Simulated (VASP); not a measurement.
C, 2 atoms in the cell. The typed cell holds 2 atoms: a = 2.466 Å, b = 2.466 Å, c = 4.493 Å, α = 105.86°, β = 105.86°, γ = 60.00°. 

| Quantity | Value |
| --- | --- |
| Program | VASP 6.6.1 |
| Task | relaxation of cell and atoms |
| Functional | PBE |
| Potentials or basis | VASP PAW PBE potentials, release 64 (C) |
| Cutoff | 600 eV |
| k mesh | 12 × 12 × 6 |
| Occupations | gaussian, width 0.02 eV |
| Spin | no spin polarisation |
| Dipole correction | no |
| Further INCAR settings | ALGO = Normal; EDIFF = 1e-06; IBRION = 2; EDIFFG = -0.005; NSW = 100; ISIF = 3 |

Potentials or basis: VASP PAW PBE potentials, release 64 (C).

Run with:

```console
$ cat potpaw_PBE.64/C/POTCAR > POTCAR
$ mpirun -np 1 vasp_std > vasp.out
```

Hardware: 1 thread of Intel(R) Xeon(R) Platinum 8559C (Emerald Rapids), on a shared host.

Question: How long does it take, and how much memory?

Answer: Run time: 6.1 min on 1 thread of Intel(R) Xeon(R) Platinum 8559C (Emerald Rapids) (shared host), peak memory 0.16 GiB. Counts: scf iterations 203, k points 242, ion steps 46.
